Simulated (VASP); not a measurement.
Write the native input for VASP 6.6.1 that does the following.

```
Task                   : single point
Functional             : PBE
Potentials or basis    : VASP PAW PBE potentials, release 64 (Re)
Cutoff                 : 520 eV
k mesh                 : 18 × 18 × 10
Occupations            : gaussian, width 0.15 eV
Spin                   : no spin polarisation
Dipole correction      : no
Further INCAR settings : ALGO = Fast; EDIFF = 1e-06; NBANDS = 14
```

The structure of Re lies in POSCAR:

```
Re
1.0
    2.9136000000      0.0000000000      0.0000000000
   -1.4568000000      2.5232516165      0.0000000000
    0.0000000000      0.0000000000      4.4842238099
Re
2
Direct
    0.3333333333      0.6666666667      0.2500000000
    0.6666666667      0.3333333333      0.7500000000
```

These files were run (other wordings do the same):

INCAR

```
PREC     = Accurate       # precision mode
ENCUT    = 520            # plane-wave cutoff, eV
EDIFF    = 1E-6           # SCF threshold, eV
ISMEAR   = 0              # smearing method
SIGMA    = 0.15           # smearing width, eV
LREAL    = F              # projectors in reciprocal space
LASPH    = T              # aspherical terms in the spheres
NELM     = 80             # most SCF steps
ALGO     = Fast           # electronic algorithm
ISIF     = 2              # what is computed and relaxed
LWAVE    = F              # write WAVECAR
LCHARG   = T              # write CHGCAR
GGA      = PE             # functional
LELF     = T              # ELF
LVHAR    = T            
NBANDS   = 14             # bands
```

KPOINTS

```
regular mesh
0
Gamma
  18 18 10
```

Potentials or basis: VASP PAW PBE potentials, release 64 (Re).

The run is started by

```console
$ cat potpaw_PBE.64/Re/POTCAR > POTCAR
$ mpirun -np 1 vasp_std > vasp.out
```

It gave:

The pressure is -28.5 GPa and the band gap on the k mesh is zero (bands 7 and 8 overlap by 2.82 eV).

Caveat: the stress differs along the axes, from -33 to -20 GPa; spin-orbit coupling is left out, which moves the levels of the heavy elements.

Wall time 91 s on 1 thread of Intel(R) Xeon(R) Platinum 8259CL CPU @ 2.50GHz (Skylake/Cascade Lake) (shared host), peak memory 0.22 GiB.
